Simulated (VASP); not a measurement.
# MgS in VASP: a series of runs

Aim: see how the results for MgS move with the level of theory and the settings. Levels: r2SCAN, PBEsol. Tasks: single point.

Everything below comes from runs of VASP 6.6.1. Logs are shortened: lines on timing, memory, paths and dates and some standing lists are left out, and cuts for length are marked.

## 1. The cell of the first run

It takes space group P6_3mc (No. 186, hexagonal). The conventional cell has a = 3.952 Å, b = 3.952 Å, c = 6.301 Å, α = 90.00°, β = 90.00°, γ = 120.00°. Within 3.2 Å of S (site symmetry 3m) lie 4 Mg at 2.40 to 2.42 Å. Within 3.2 Å of Mg (site symmetry 3m) lie 4 S at 2.40 to 2.42 Å.

## 2. Single point, r2SCAN

POSCAR reads:

```
MgS
1.0
    3.9522600636      0.0000000000      0.0000000000
   -1.9761300318      3.4227576175      0.0000000000
    0.0000000000      0.0000000000      6.3009860259
S Mg
2 2
Direct
    0.6666666667      0.3333333333      0.8792441500
    0.3333333333      0.6666666667      0.3792441500
    0.3333333333      0.6666666667      0.9957548500
    0.6666666667      0.3333333333      0.4957548500
```

INCAR.step1 reads:

```
SYSTEM = MgS
ALGO = Normal
EDIFF = 1E-4
ENCUT = 520
GGA = PE
ISMEAR = -1
LASPH = .TRUE.
LCHARG = .FALSE.
LREAL = .FALSE.
LWAVE = .TRUE.
NBANDS = 16
NELM = 100
PREC = Accurate
SIGMA = 0.05
```

INCAR.step2 reads:

```
SYSTEM = MgS
ALGO = Normal
EDIFF = 1E-6
ENCUT = 520
ISIF = 2
ISMEAR = -1
ISTART = 1
LASPH = .TRUE.
LCHARG = .FALSE.
LMIXTAU = .TRUE.
LREAL = .FALSE.
LWAVE = .FALSE.
METAGGA = R2SCAN
NBANDS = 16
NELM = 100
PREC = Accurate
SIGMA = 0.05
```

KPOINTS reads:

```
k-points
0
G
  8 8 4
  0 0 0
```

Potentials or basis: VASP PAW PBE potentials, release 64 (S, Mg).

Command:

```console
> cat potpaw_PBE.64/S/POTCAR potpaw_PBE.64/Mg/POTCAR > POTCAR
> cp INCAR.step1 INCAR
> mpirun -np 1 vasp_std > vasp.out
> cp INCAR.step2 INCAR
> mpirun -np 1 vasp_std > vasp.out
```

OUTCAR:

```text
SYSTEM = MgS
   EDIFF = 1E-6
   ENCUT = 520
   ISIF = 2
   ISMEAR = -1
   ISTART = 1
   LASPH = .TRUE.
   LREAL = .FALSE.
   METAGGA = R2SCAN
   NELM = 100
   PREC = Accurate

 ion  position               nearest neighbor table
   1  0.667  0.333  0.879-   3 2.40   3 2.40   3 2.40   4 2.42
   2  0.333  0.667  0.379-   4 2.40   4 2.40   4 2.40   3 2.42
   3  0.333  0.667  0.996-   1 2.40   1 2.40   1 2.40   2 2.42
   4  0.667  0.333  0.496-   2 2.40   2 2.40   2 2.40   1 2.42

  LATTYP: Found a hexagonal cell.
 ALAT       =     3.9522600636
 C/A-ratio  =     1.5942741430

  Lattice vectors:

 A1 = (   3.9522600636,   0.0000000000,   0.0000000000)
 A2 = (  -1.9761300318,   3.4227576175,   0.0000000000)
 A3 = (   0.0000000000,   0.0000000000,   6.3009860259)

Analysis of symmetry for initial positions (statically):
=====================================================================
 Subroutine PRICEL returns:
 Original cell was already a primitive cell.

 Routine SETGRP: Setting up the symmetry group for a
 hexagonal supercell.

 Subroutine GETGRP returns: Found 12 space group operations
 (whereof  6 operations were pure point group operations)
 out of a pool of 24 trial point group operations.

The static configuration has the point symmetry C_3v.
 The point group associated with its full space group is C_6v.

Analysis of symmetry for dynamics (positions and initial velocities):
=====================================================================
 Subroutine PRICEL returns:
 Original cell was already a primitive cell.

 Routine SETGRP: Setting up the symmetry group for a
 hexagonal supercell.

 Subroutine GETGRP returns: Found 12 space group operations
 (whereof  6 operations were pure point group operations)
 out of a pool of 24 trial point group operations.

The dynamic configuration has the point symmetry C_3v.
 The point group associated with its full space group is C_6v.

 Subroutine INISYM returns: Found 12 space group operations
 (whereof  6 operations are pure point group operations),
 and found     1 'primitive' translations

----------------------------------------------------------------------------------------

                                     Primitive cell

  volume of cell :      85.2374

  direct lattice vectors                    reciprocal lattice vectors
     3.952260064  0.000000000  0.000000000     0.253019787  0.146081042  0.000000000
[... 92 lines left out ...]
   EDIFFG = 0.1E-04   stopping-criterion for IOM
   NSW    =      0    number of steps for IOM
   IBRION =     -1    ionic relax: 0-MD 1-quasi-New 2-CG
   NFREE  =      0    steps in history (QN), initial steepest desc. (CG)
   ISIF   =      2    stress and relaxation
   ISYM   =      2    0-nonsym 1-usesym 2-fastsym
   POTIM  = 0.5000    time-step for ionic-motion
   TEBEG  =    0.0;   TEEND  =   0.0 temperature during run
   PSTRESS=    0.0 pullay stress
   NELECT =      16.0000    total number of electrons
   NUPDOWN=      -1.0000    fix difference up-down
   EMIN   =  10.00;   EMAX   =-10.00  energy-range for DOS
   EFERMI =   0.00;   METHOD = LEGACY
   ISMEAR =    -1;   SIGMA  =   0.05  broadening in eV -4-tet -1-fermi 0-gaus
   EFERMI_NEDOS =   21; number of points for ismear=-14 and -15
   IALGO  =     38    algorithm
   IMIX   =      4    mixing-type and parameters
     AMIX     =   0.40;   BMIX     =  1.00
     AMIX_MAG =   1.60;   BMIX_MAG =  1.00
  volume/ion in A,a.u.               =      21.31       143.80
  Fermi-wavevector in a.u.,A,eV,Ry     =   0.937356  1.771347 11.954583  0.878637
  Thomas-Fermi vector in A             =   2.064459
   LORBIT       =      0    0 simple, 1 ext, 2 COOP (PROOUT), +10 PAW based schemes
   METAGGA = R2SCAN    functional components
   LHFCALC =     F    Hartree Fock is set to
   AEXX    =    0.0000 exact exchange contribution
   IVDW    =     0    specifies the selected vdW correction
   LEPSILON=     F    determine dielectric tensor
   LRPA    =     F    only Hartree local field effects (RPA)
 non-spin polarized calculation
  energy-cutoff  :      520.00
  volume of cell :       85.24
 maximum number of plane-waves:      2340
 NGX is ok and might be reduce to    30
   NGX = 15   NGY = 15   NGZ = 23

 number of electron      15.9999998 magnetization

 Free energy of the ion-electron system (eV)
  ---------------------------------------------------
  ext. energy  EPLUGINS =         0.00000000
  ---------------------------------------------------
  free energy    TOTEN  =       -30.87594287 eV

  energy without entropy =      -30.87594287  energy(sigma->0) =      -30.87594287

 E-fermi :   2.3049     XC(G=0):  -9.0226

 val. band max:        1.3161240806   @ k =   0.0000   0.0000   0.0000
 cond. band min:       5.7539080282   @ k =   0.0000   0.0000   0.0000
 fundamental gap:      4.4377839476
 Fermi energy:         2.3048923444

 k-point     1 :       0.0000    0.0000    0.0000
  band No.  band energies     occupation
      1     -10.8026      2.00000
      2      -9.9507      2.00000
      3      -2.1669      2.00000
      4       0.6821      2.00000
      5       0.6821      2.00000
      6       1.1355      2.00000
[... 433 lines left out ...]
      3      -1.7727      2.00000
      4      -1.7727      2.00000
      5       0.3765      2.00000
      6       0.3765      2.00000
[... 8 lines left out ...]
     15      11.5802      0.00000
     16      11.5802      0.00000

 [... further k-points ...]

------------------------ aborting loop because EDIFF is reached ----------------------------------------

  FORCE on cell =-STRESS in cart. coord.  units (eV):
  Direction    XX          YY          ZZ          XY          YZ          ZX
  --------------------------------------------------------------------------------------
  -------------------------------------------------------------------------------------
  Total        2.1697972      2.1697972      1.9305137      0.0000000      0.0000000      0.0000000
  in kB       40.7849145     40.7849145     36.2871866      0.0000000      0.0000000      0.0000000
  external PRESSURE =      39.2856718 kB  Pullay stress =       0.0000000 kB

 VOLUME and BASIS-vectors are now :
 -----------------------------------------------------------------------------
  energy-cutoff  :      520.00
  volume of cell :       85.24
      direct lattice vectors                 reciprocal lattice vectors
     3.952260064  0.000000000  0.000000000     0.253019787  0.146081042  0.000000000
    -1.976130032  3.422757617  0.000000000     0.000000000  0.292162084  0.000000000
     0.000000000  0.000000000  6.300986026     0.000000000  0.000000000  0.158705319

 POSITION                                       TOTAL-FORCE (eV/Angst)
 -----------------------------------------------------------------------------------
      1.97613      1.14092      5.54011        -0.000000     -0.000000     -0.050402
     -0.00000      2.28184      2.38961        -0.000000      0.000000     -0.050402
     -0.00000      2.28184      6.27424         0.000000      0.000000      0.050402
      1.97613      1.14092      3.12374        -0.000000      0.000000      0.050402
 -----------------------------------------------------------------------------------
    total drift:                                0.000000      0.000000      0.012806

  FREE ENERGIE OF THE ION-ELECTRON SYSTEM (eV)
  ---------------------------------------------------
  free  energy   TOTEN  =       -30.8759428718 eV

  energy  without entropy=      -30.8759428717  energy(sigma->0) =      -30.87594287
```

OUTCAR.step1:

```text
SYSTEM = MgS
   EDIFF = 1E-4
   ENCUT = 520
   GGA = PE
   ISMEAR = -1
   LASPH = .TRUE.
   LREAL = .FALSE.
   NELM = 100
[... 685 lines left out ...]
     -0.00000      2.28184      2.38961        -0.000000     -0.000000     -0.040935
     -0.00000      2.28184      6.27424        -0.000000      0.000000      0.040935
      1.97613      1.14092      3.12374         0.000000     -0.000000      0.040935
 -----------------------------------------------------------------------------------
    total drift:                                0.000000     -0.000000     -0.000652

  FREE ENERGIE OF THE ION-ELECTRON SYSTEM (eV)
  ---------------------------------------------------
  free  energy   TOTEN  =       -16.8762863257 eV

  energy  without entropy=      -16.8762863257  energy(sigma->0) =      -16.87628633
```

It took 4.3 min on 1 thread of Intel Xeon 8259CL, shared host; peak memory 0.23 GiB.

What came out:

```yaml
Free_energy: -30.8759 eV
Pressure: 3.9 GPa
Largest_force: 0.050 eV/Å
Band_gap_on_the_k_mesh: 4.44 eV
```

Forces on the atoms (eV/Å):
```
S    0.000  0.000 -0.050
S    0.000  0.000 -0.050
Mg   0.000  0.000  0.050
Mg   0.000  0.000  0.050
```

Levels at points of the mesh, in eV from the valence-band top:
| k point | band 4 | band 5 | band 6 | band 7 | band 8 | band 9 | band 10 | band 11 | band 12 | band 13 |
| --- | --- | --- | --- | --- | --- | --- | --- | --- | --- | --- |
| (0.00, 0.00, 0.00) | -0.63 | -0.63 | -0.18 | -0.18 | 0.00 | 4.44 | 5.56 | 8.19 | 8.19 | 9.00 |
| (0.50, 0.00, 0.00) | -2.60 | -2.04 | -1.37 | -1.02 | -0.51 | 5.27 | 5.71 | 6.65 | 8.12 | 9.24 |
| (0.00, 0.00, 0.50) | -2.02 | -0.42 | -0.42 | -0.42 | -0.42 | 5.87 | 5.87 | 8.32 | 8.32 | 8.32 |
| (0.50, 0.00, 0.50) | -3.35 | -0.98 | -0.98 | -0.88 | -0.88 | 5.22 | 5.22 | 6.99 | 6.99 | 10.06 |

Caveat: the cell stands under pressure; the PAW data sets were made with another functional, which shifts forces and pressure a little.

## 3. Single point, r2SCAN

This run uses another cell than the first one, of 23.58 Å³/atom.

POSCAR reads:

```
MgS
1.0
    4.0877156323      0.0000000000      0.0000000000
   -2.0438578162      3.5400655811      0.0000000000
    0.0000000000      0.0000000000      6.5169393366
S Mg
2 2
Direct
    0.6666666667      0.3333333333      0.8792441500
    0.3333333333      0.6666666667      0.3792441500
    0.3333333333      0.6666666667      0.9957548500
    0.6666666667      0.3333333333      0.4957548500
```

INCAR.step1 reads:

```
SYSTEM = MgS
  PREC = Accurate
  ENCUT = 520
  ISMEAR = -1
  SIGMA = 0.05
  LREAL = .FALSE.
  LASPH = .TRUE.
  NELM = 60
  NBANDS = 16
  GGA = PE
  ALGO = Normal
  EDIFF = 1E-4
  LWAVE = .TRUE.
  LCHARG = .FALSE.
```

INCAR.step2 reads:

```
SYSTEM = MgS
  PREC = Accurate
  ENCUT = 520
  EDIFF = 1E-6
  ISMEAR = -1
  SIGMA = 0.05
  LREAL = .FALSE.
  LASPH = .TRUE.
  NELM = 60
  ALGO = Normal
  ISIF = 2
  LWAVE = .FALSE.
  LCHARG = .FALSE.
  METAGGA = R2SCAN
  LMIXTAU = .TRUE.
  NBANDS = 16
  ISTART = 1
```

KPOINTS reads:

```
regular mesh
0
G
  8 8 4
  0 0 0
```

Potentials or basis: VASP PAW PBE potentials, release 64 (S, Mg).

Command:

```console
> cat potpaw_PBE.64/S/POTCAR potpaw_PBE.64/Mg/POTCAR > POTCAR
> cp INCAR.step1 INCAR
> mpirun -np 1 vasp_std > vasp.out
> cp INCAR.step2 INCAR
> mpirun -np 1 vasp_std > vasp.out
```

Wall time 4.9 min (1 thread of Intel Xeon 8259CL, shared host); peak memory 0.23 GiB.

The run converged. Its results:

| Item | Value |
| --- | --- |
| Free energy | -30.9043 eV |
| Pressure | -2.4 GPa |
| Largest force | 0.059 eV/Å |
| Band gap on the k mesh | 3.90 eV |

Forces on the atoms (eV/Å):
```
S    0.000  0.000 -0.059
S    0.000  0.000 -0.059
Mg   0.000  0.000  0.059
Mg   0.000  0.000  0.059
```

Levels at points of the mesh, in eV from the valence-band top:
```
           k point  band 5  band 6  band 7  band 8  band 9  band 10  band 11  band 12
(0.00, 0.00, 0.00)   -0.57   -0.16   -0.16    0.00    3.90     5.21     8.00     8.00
(0.50, 0.00, 0.00)   -1.81   -1.22   -0.88   -0.47    5.22     5.66     6.28     8.01
(0.00, 0.00, 0.50)   -0.37   -0.37   -0.37   -0.37    5.38     5.38     8.10     8.10
(0.50, 0.00, 0.50)   -0.88   -0.88   -0.78   -0.78    5.12     5.12     6.83     6.83
```

Caveat: the PAW data sets were made with another functional, which shifts forces and pressure a little.

## 4. Single point, PBEsol

This run uses another cell than the first one, of 22.67 Å³/atom.

INCAR reads:

```
SYSTEM = MgS
ALGO = Normal
EDIFF = 1E-6
ENCUT = 520
GGA = PS
ISIF = 2
ISMEAR = 1
LASPH = .TRUE.
LCHARG = .FALSE.
LREAL = .FALSE.
LWAVE = .FALSE.
NBANDS = 16
NELM = 80
PREC = Accurate
SIGMA = 0.1
```

KPOINTS reads:

```
k-points
0
G
  6 6 3
  0 0 0
```

POSCAR reads:

```
MgS
1.0
    4.0346224068      0.0000000000      0.0000000000
   -2.0173112034      3.4940854990      0.0000000000
    0.0000000000      0.0000000000      6.4322941800
S Mg
2 2
Direct
    0.6617040000      0.3374660000      0.8723450000
    0.3364140000      0.6649440000      0.3715030000
    0.3340580000      0.6686330000      0.9975070000
    0.6644550000      0.3253470000      0.5008510000
```

Command:

```console
> cat potpaw_PBE.64/S/POTCAR potpaw_PBE.64/Mg/POTCAR > POTCAR
> mpirun -np 1 vasp_std > vasp.out
```

Wall time 48 s (1 thread of AMD EPYC 7R13 (Zen 3), shared host); peak memory 0.2 GiB.

Results (log left out):

* Free energy: -17.8459 eV
* Pressure: -0.3 GPa
* Largest force: 0.455 eV/Å
* Band gap on the k mesh: 3.36 eV

Forces in eV/Å, atoms in the order of the input:
```
S    0.156 -0.054  0.339
S   -0.053 -0.098  0.340
Mg  -0.137  0.042 -0.240
Mg   0.034  0.111 -0.440
```

Stress tensor (GPa, compression positive):
```
-1.18 -0.36 -0.13
-0.36 -1.04  0.20
-0.13  0.20  1.45
```

Levels at points of the mesh, in eV from the valence-band top:
| k point | band 5 | band 6 | band 7 | band 8 | band 9 | band 10 | band 11 | band 12 |
| --- | --- | --- | --- | --- | --- | --- | --- | --- |
| (0.00, 0.00, 0.00) | -0.43 | -0.04 | -0.01 | 0.00 | 3.36 | 4.67 | 7.48 | 7.54 |
| (0.50, 0.00, 0.00) | -1.92 | -1.16 | -0.91 | -0.36 | 4.69 | 5.07 | 5.73 | 7.40 |
| (0.00, 0.50, 0.00) | -1.90 | -1.14 | -0.92 | -0.33 | 4.70 | 5.09 | 5.74 | 7.41 |
| (0.50, 0.50, 0.00) | -1.86 | -1.13 | -1.00 | -0.33 | 4.68 | 5.20 | 5.81 | 7.41 |

Caveat: the PAW data sets were made with another functional, which shifts forces and pressure a little.

## 5. Overview

| level | cell | k mesh | smearing | gap on the mesh (eV) | pressure (GPa) | largest force (eV/Å) |
| --- | --- | --- | --- | --- | --- | --- |
| r2SCAN | a = 3.952, b = 3.952, c = 6.301 Å, angles 90.0, 90.0, 120.0°, 4 atoms, atomic positions A | 8 × 8 × 4 | fermi-dirac 0.05 eV | 4.44 | 3.9 | 0.05 |
| r2SCAN | a = 4.088, b = 4.088, c = 6.517 Å, angles 90.0, 90.0, 120.0°, 4 atoms, atomic positions A | 8 × 8 × 4 | fermi-dirac 0.05 eV | 3.90 | -2.4 | 0.06 |
| PBEsol | a = 4.035, b = 4.035, c = 6.432 Å, angles 90.0, 90.0, 120.0°, 4 atoms, atomic positions B | 6 × 6 × 3 | methfessel-paxton 0.1 eV | 3.36 | -0.3 | 0.45 |

Alike in all rows: task single point; potentials or basis VASP PAW PBE potentials, release 64 (S, Mg); no spin polarisation; cutoff (eV) 520.

Caveats: the PAW data sets were made with another functional, which shifts forces and pressure a little; the cell stands under pressure (at least some runs).

Total energies depend on the potentials used, so only differences within one code and one set of settings carry meaning.
